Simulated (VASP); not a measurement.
A run of VASP 6.6.1 is set up as follows.

The input POSCAR:

```
W
1.0
   -1.5717249149      1.5717249149      1.5717249149
    1.5717249149     -1.5717249149      1.5717249149
    1.5717249149      1.5717249149     -1.5717249149
W
1
Direct
    0.0000000000      0.0000000000      0.0000000000
```

Contents of INCAR.step1:

```
SYSTEM = W
  PREC = Accurate
  ENCUT = 520
  EDIFF = 1E-5
  ISMEAR = -1
  SIGMA = 0.05
  LREAL = .FALSE.
  LASPH = .TRUE.
  NELM = 80
  ALGO = Normal
  ISIF = 2
  LWAVE = .TRUE.
  NBANDS = 13
  GGA = PE
```

INCAR.step2

```
SYSTEM = W
  PREC = Accurate
  ENCUT = 520
  EDIFF = 1E-6
  ISMEAR = -1
  SIGMA = 0.05
  LREAL = .FALSE.
  LASPH = .TRUE.
  NELM = 80
  ALGO = Normal
  ISIF = 2
  LWAVE = .FALSE.
  LCHARG = .TRUE.
  GGA = B5
  LHFCALC = .TRUE.
  AEXX = 0.5
  ALDAX = 0.5
  AGGAX = 0.5
  AGGAC = 1.0
  ALDAC = 0.0
  PRECFOCK = Normal
  LELF = .TRUE.
  LVHAR = .TRUE.
  NBANDS = 13
  ISTART = 1
```

Contents of KPOINTS:

```
regular mesh
0
G
  6 6 6
  0 0 0
```

Potentials or basis: VASP PAW PBE potentials, release 64 (W_sv).

Command:

```console
$ cat potpaw_PBE.64/W_sv/POTCAR > POTCAR
$ cp INCAR.step1 INCAR
$ mpirun -np 1 vasp_std > vasp.out
$ cp INCAR.step2 INCAR
$ mpirun -np 1 vasp_std > vasp.out
```

Q: What does it give for the band gap on the k mesh?

A: Zero (bands 7 and 8 overlap by 10.30 eV).

Q: What does it give for the pressure?

A: 7.3 GPa.

Caveat: the k points lie up to 0.47 Å⁻¹ apart, too coarse for converged energies and pressures of a metal; the PAW data sets were made with another functional, which shifts forces and pressure a little; spin-orbit coupling is left out, which moves the levels of the heavy elements.
